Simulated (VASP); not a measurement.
# LiPd2N3 (P4/mmm) in VASP: a series of runs, part 2 of 2

VASP 6.6.1.

### 5 Relaxation of cell and atoms, PBE

This run uses another cell than the first one, of 11.52 Å³/atom.

Input file INCAR:

```
SYSTEM = LiPd2N3
PREC = Accurate ; ENCUT = 600
EDIFF = 1E-6 ; ISMEAR = 0
SIGMA = 0.1 ; LREAL = .FALSE.
LASPH = .TRUE. ; NELM = 60
ALGO = Normal ; ISIF = 3
LWAVE = .FALSE. ; LCHARG = .FALSE.
GGA = PE ; IBRION = 2
NSW = 90 ; EDIFFG = -0.04
```

Input file KPOINTS:

```
Automatic mesh
0
G
  6 6 4
  0 0 0
```

Input file POSCAR:

```
LiPd2N3
1.0
    3.6568107719      0.0000000000      0.0000000000
    0.0000000000      3.6568107719      0.0000000000
    0.0000000000      0.0000000000      5.1676297149
Li Pd N
1 2 3
Direct
    0.5000000000      0.5000000000      0.5000000000
    0.0000000000      0.0000000000      0.2509263863
    0.0000000000      0.0000000000      0.7490736137
    0.0000000000      0.5000000000      0.0000000000
    0.5000000000      0.0000000000      0.0000000000
    0.5000000000      0.5000000000      0.0000000000
```

Potentials or basis: VASP PAW PBE potentials, release 64 (Li_sv, Pd, N).

On the command line:

```console
cat potpaw_PBE.64/Li_sv/POTCAR potpaw_PBE.64/Pd/POTCAR potpaw_PBE.64/N/POTCAR > POTCAR
mpirun -np 1 vasp_std > vasp.out
```

OUTCAR:

```text
SYSTEM = LiPd2N3
   PREC = Accurate
   ENCUT = 600
   EDIFF = 1E-6
   ISMEAR = 0
   LREAL = .FALSE.
   LASPH = .TRUE.
   NELM = 60
   ISIF = 3
   GGA = PE
   IBRION = 2
   NSW = 90
   EDIFFG = -0.04

 ion  position               nearest neighbor table
   1  0.500  0.500  0.500-   2 2.89   3 2.89   2 2.89   3 2.89   2 2.89   3 2.89   2 2.89   3 2.89

   2  0.000  0.000  0.251-   4 2.24   5 2.24   4 2.24   5 2.24   3 2.57   3 2.59   1 2.89   1 2.89
                             1 2.89   1 2.89
   3  0.000  0.000  0.749-   4 2.24   5 2.24   4 2.24   5 2.24   2 2.57   2 2.59   1 2.89   1 2.89
                             1 2.89   1 2.89
[... 887 lines left out ...]
  Total        0.0044695      0.0044695     -0.2177426      0.0000000     -0.0000000      0.0000000
  in kB        0.1026130      0.1026130     -4.9989905      0.0000000     -0.0000000      0.0000000
  external PRESSURE =      -1.5979215 kB  Pullay stress =       0.0000000 kB

 VOLUME and BASIS-vectors are now :
 -----------------------------------------------------------------------------
  energy-cutoff  :      600.00
  volume of cell :       69.79
      direct lattice vectors                 reciprocal lattice vectors
     3.674425327  0.000000000  0.000000000     0.272151401  0.000000000  0.000000000
     0.000000000  3.674425327  0.000000000     0.000000000  0.272151401  0.000000000
     0.000000000  0.000000000  5.168837137     0.000000000 -0.000000000  0.193467113

 POSITION                                       TOTAL-FORCE (eV/Angst)
 -----------------------------------------------------------------------------------
      1.83721      1.83721      2.58442         0.000000      0.000000      0.000000
      0.00000      0.00000      1.29052        -0.000000     -0.000000     -0.026418
      0.00000      0.00000      3.87832         0.000000      0.000000      0.026418
      0.00000      1.83721      0.00000         0.000000      0.000000      0.000000
      1.83721      0.00000      0.00000         0.000000      0.000000      0.000000
      1.83721      1.83721      0.00000         0.000000      0.000000      0.000000
 -----------------------------------------------------------------------------------
    total drift:                                0.000000      0.000000      0.000000

  FREE ENERGIE OF THE ION-ELECTRON SYSTEM (eV)
  ---------------------------------------------------
  free  energy   TOTEN  =       -28.5964874269 eV

  energy  without entropy=      -28.5851088324  energy(sigma->0) =      -28.59079813

 reached required accuracy - stopping structural energy minimisation
```

It took 47 s on 1 thread of Intel Xeon 6975P-C (Granite Rapids), shared host; peak memory 0.22 GiB.

Results:

```
Free energy                           : -28.5965 eV
Relaxed volume                        : 11.63 Å³/atom
Relaxed cell                          : a = 3.674 Å, b = 3.674 Å, c = 5.169 Å, α = 90.00°, β = 90.00°, γ = 90.00°
Space group after relaxing (to 0.1 Å) : P4/mmm (No. 123)
Energy gained by relaxing             : 0.7 meV/atom
Ionic steps                           : 2
Pressure after relaxing               : -0.2 GPa
Largest force after relaxing          : 0.026 eV/Å
Band gap on the k mesh                : zero (bands 19 and 20 overlap by 1.76 eV)
```

Forces in eV/Å, atoms in the order of the input:
```
Li   0.000  0.000  0.000
Pd   0.000  0.000 -0.026
Pd   0.000  0.000  0.026
N    0.000  0.000  0.000
N    0.000  0.000  0.000
N    0.000  0.000  0.000
```

The path:
```tsv
step	energy change (eV)	largest force (eV/Å)	pressure (GPa)	volume (Å³)
1	0.0000	0.1343	0.95	69.10
2	-0.0040	0.0264	-0.16	69.79
```

Final structure:
```
Li Pd N
1.0
     3.67443    0.00000    0.00000
     0.00000    3.67443    0.00000
     0.00000    0.00000    5.16884
Li Pd N
1 2 3
Cartesian
  1.8372 1.8372 2.5844
  0.0000 0.0000 1.2905
  0.0000 0.0000 3.8783
  0.0000 1.8372 0.0000
  1.8372 0.0000 0.0000
  1.8372 1.8372 0.0000
```

Caveat: the cutoff is under 1.25 times the usual one of these potentials, so pressure, stress and relaxed cells hold a basis-set (Pulay) error.

### 6 Relaxation of cell and atoms, PBE

Input file INCAR:

```
ALGO = Normal ; EDIFF = 1E-7
EDIFFG = -0.01 ; ENCUT = 600
GGA = PE ; IBRION = 2
ISIF = 3 ; ISMEAR = 0
LASPH = True ; LCHARG = False
LREAL = False ; LWAVE = False
NELM = 80 ; NSW = 100
PREC = Accurate ; SIGMA = 0.1
```

Input file KPOINTS:

```
k-points
0
Gamma
  10 10 8
```

Input file POSCAR:

```
LiPd2N3
1.0
    3.6768785052      0.0000000000      0.0000000000
    0.0000000000      3.6768785052      0.0000000000
    0.0000000000      0.0000000000      5.1697564004
Li Pd N
1 2 3
Direct
    0.5000000000      0.5000000000      0.5000000000
    0.0000000000      0.0000000000      0.2492040597
    0.0000000000      0.0000000000      0.7507959403
    0.0000000000      0.5000000000      0.0000000000
    0.5000000000      0.0000000000      0.0000000000
    0.5000000000      0.5000000000      0.0000000000
```

Potentials or basis: VASP PAW PBE potentials, release 64 (Li_sv, Pd, N).

On the command line:

```console
cat potpaw_PBE.64/Li_sv/POTCAR potpaw_PBE.64/Pd/POTCAR potpaw_PBE.64/N/POTCAR > POTCAR
mpirun -np 1 vasp_std > vasp.out
```

It took 6.6 min on 1 thread of Intel Xeon 6975P-C (Granite Rapids), shared host; peak memory 0.34 GiB.

It converged, with:

```yaml
Free_energy: -28.5840 eV
Relaxed_volume: 11.75 Å³/atom
Relaxed_cell: a = 3.690 Å, b = 3.690 Å, c = 5.175 Å, α = 90.00°, β = 90.00°, γ = 90.00°
Space_group_after_relaxing_to_0.1_Å: P4/mmm (No. 123)
Energy_gained_by_relaxing: 0.4 meV/atom
Ionic_steps: 5
Pressure_after_relaxing: 0.0 GPa
Largest_force_after_relaxing: 0.005 eV/Å
Band_gap_on_the_k_mesh: zero (bands 19 and 20 overlap by 1.70 eV)
```

Forces on the atoms (eV/Å):
```
Li   0.000  0.000  0.000
Pd   0.000  0.000  0.005
Pd   0.000  0.000 -0.005
N    0.000  0.000  0.000
N    0.000  0.000  0.000
N    0.000  0.000  0.000
```

Stress tensor (GPa, compression positive):
```
 0.03  0.00  0.00
 0.00  0.03  0.00
 0.00  0.00 -0.06
```

Step by step:
```tsv
step	energy change (eV)	largest force (eV/Å)	pressure (GPa)	volume (Å³)
1	0.0000	0.1007	0.90	69.89
2	-0.0024	0.0432	-0.19	70.56
3	-0.0024	0.0460	-0.14	70.52
4	-0.0025	0.0312	0.07	70.46
5	-0.0025	0.0049	0.00	70.48
```

Final structure:
```xyz
6
Lattice="3.6904 0.0000 0.0000 0.0000 3.6904 0.0000 0.0000 0.0000 5.1754" Properties=species:S:1:pos:R:3 pbc="T T T"
Li    1.8452    1.8452    2.5877
Pd    0.0000    0.0000    1.2835
Pd    0.0000    3.6904    3.8919
N     0.0000    1.8452    0.0000
N     1.8452    0.0000    0.0000
N     1.8452    1.8452    0.0000
```

Levels at points of the mesh, in eV from the Fermi level:
```
           k point  band 17  band 18  band 19  band 20  band 21  band 22
(0.00, 0.00, 0.00)    -1.56    -0.39     0.11     0.11     1.10     1.45
(0.50, 0.00, 0.00)    -1.55    -0.05     0.41     0.44     0.52     0.67
(0.50, 0.50, 0.00)    -0.76    -0.70    -0.67     0.72     0.72     1.48
(0.00, 0.00, 0.50)    -1.75    -0.09     1.20     1.21     1.21     1.32
(0.50, 0.00, 0.50)    -1.27    -0.73     0.10     0.77     1.07     1.08
(0.50, 0.50, 0.50)    -2.07    -0.75    -0.67     0.80     0.80     1.57
```

Caveat: the cutoff is under 1.25 times the usual one of these potentials, so pressure, stress and relaxed cells hold a basis-set (Pulay) error.

### 7 The runs side by side

| task | cell | k mesh | cutoff (eV) | gap on the mesh (eV) | pressure (GPa) | relaxed volume (Å³/atom) | largest force (eV/Å) |
| --- | --- | --- | --- | --- | --- | --- | --- |
| single point | a = 3.677, b = 3.677, c = 5.170 Å, 6 atoms, atomic positions A | 6 × 6 × 4 | 520 | none | - | - | 0.03 |
| relaxation of cell and atoms | relaxed from a = 4.016, b = 4.016, c = 4.319 Å, 6 atoms, atomic positions B | 4 × 4 × 4 | 600 | none | 0.0 | 11.48 | 0.02 |
| single point | a = 3.693, b = 3.693, c = 5.183 Å, 6 atoms, atomic positions C | 10 × 10 × 8 | 520 | none | - | - | 0.01 |
| relaxation of cell and atoms | relaxed from a = 3.657, b = 3.657, c = 5.168 Å, 6 atoms, atomic positions D | 6 × 6 × 4 | 600 | none | -0.2 | 11.63 | 0.03 |
| relaxation of cell and atoms | relaxed from a = 3.677, b = 3.677, c = 5.170 Å, 6 atoms, atomic positions A | 10 × 10 × 8 | 600 | none | 0.0 | 11.75 | - |

Alike in all rows: level PBE; potentials or basis VASP PAW PBE potentials, release 64 (Li_sv, Pd, N); no spin polarisation; smearing gaussian 0.1 eV.

Caveats: some runs use coarse meshes; the cutoff is under 1.25 times the usual one of these potentials, so pressure, stress and relaxed cells hold a basis-set (Pulay) error; a cell axis changed by over 15 % at a fixed basis, so the end point is rough (at least some runs).

Total energies depend on the potentials used, so only differences within one code and one set of settings carry meaning.
